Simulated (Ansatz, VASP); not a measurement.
## Al4AsN3 in VASP and in Ansatz

The input INCAR:

```
SYSTEM = Al4AsN3
  PREC = Accurate
  ENCUT = 520
  EDIFF = 1E-6
  ISMEAR = -1
  SIGMA = 0.02
  LREAL = .False.
  LASPH = .True.
  NELM = 100
  ALGO = Normal
  ISIF = 2
  LWAVE = .False.
  LCHARG = .True.
  GGA = PE
  LELF = .True.
  LVHAR = .True.
  NBANDS = 26
```

Contents of KPOINTS:

```
Automatic mesh
0
Gamma
  6 8 4
  0 0 0
```

The input POSCAR:

```
Al4AsN3
1.0
    5.3251322112      0.0000000000      0.0299733079
    0.0000000000      3.3150388080      0.0000000000
    0.0316680561      0.0000000000      5.8250028397
N As Al
3 1 4
Direct
   -0.0082234805      0.0000000000      0.3156691673
   -0.0016899675      0.5000000000      0.8517209212
    0.4887873155      0.5000000000      0.1696350793
    0.5085440760      0.0000000000      0.6568462985
    0.3518332658      0.0000000000      0.2897461732
    0.3474608768      0.5000000000      0.8807246422
    0.8583644718      0.5000000000      0.1668583122
    0.9549234421      0.0000000000      0.6687994061
```

Input for Ansatz:

```yaml
crystal:
  lattice:
    - [5.3251322112, 0.0, 0.0299733079]
    - [0.0, 3.315038808, 0.0]
    - [0.0316680561, 0.0, 5.8250028397]
  atoms:
    - { symbol: "N", position: [-0.0082234805, 0.0, 0.3156691673] }
    - { symbol: "N", position: [-0.0016899675, 0.5, 0.8517209212] }
    - { symbol: "N", position: [0.4887873155, 0.5, 0.1696350793] }
    - { symbol: As, position: [0.508544076, 0.0, 0.6568462985] }
    - { symbol: Al, position: [0.3518332658, 0.0, 0.2897461732] }
    - { symbol: Al, position: [0.3474608768, 0.5, 0.8807246422] }
    - { symbol: Al, position: [0.8583644718, 0.5, 0.1668583122] }
    - { symbol: Al, position: [0.9549234421, 0.0, 0.6687994061] }
kpoints:
  mp_grid: { grid: [6, 8, 4] }
  band_path:
    path:
      - [0.0, 0.0, 0.0]
      - [1.255816243909e-34, -0.5, 2.061221471518e-18]
      - [4.864641096994e-19, -0.5, -0.5]
      - [4.864641096994e-19, 7.160839558003e-20, -0.5]
      - [0.0, 0.0, 0.0]
      - [-0.5, -9.686026025877e-19, -0.5]
      - [-0.5, -0.5, -0.5]
      - [1.255816243909e-34, -0.5, 2.061221471518e-18]
      - [-0.5, -0.5, 1.040566244199e-17]
      - [-0.5, -1.040210998168e-18, 8.497191196198e-18]
      - [0.0, 0.0, 0.0]
    npoints: 10
hamiltonian:
  xc: pbe
scf:
  occupations: { method: fermi_dirac, width: 0.02 }
  n_extra_bands: 6
output:
  forces: true
  stress: true
  eigenvalues: true
  write_density: true
  write_potential: true
  elf: true
  volumetric_format: npy
```

Alike in both runs: task single point; functional PBE; k mesh 6 × 8 × 4; occupations fermi-dirac, width 0.02 eV; no spin polarisation.

|  | VASP | Ansatz |
| --- | --- | --- |
| version | VASP 6.6.1 | Ansatz 0.2.0 |
| potentials or method | VASP PAW PBE potentials, release 64 (N, As, Al) | plane waves, PAW |
| plane-wave cutoff (eV) | 520 | 420 |
| valence electrons in the cell | 32 | 42 |

```csv
,VASP,Ansatz,Ansatz less VASP
pressure (GPa),3.6,3.6,-0.05
"traceless stress, the component that is largest in VASP (GPa)",-0.44,-0.41,+0.030
rms of the force components (eV/Å),0.095,0.086,-0.0098
```

Atom by atom the forces differ by 0.014 eV/Å (rms over components). VASP's potentials hold 32 valence electrons a cell and Ansatz's 42, so a difference there can come from the potentials and not from the codes.
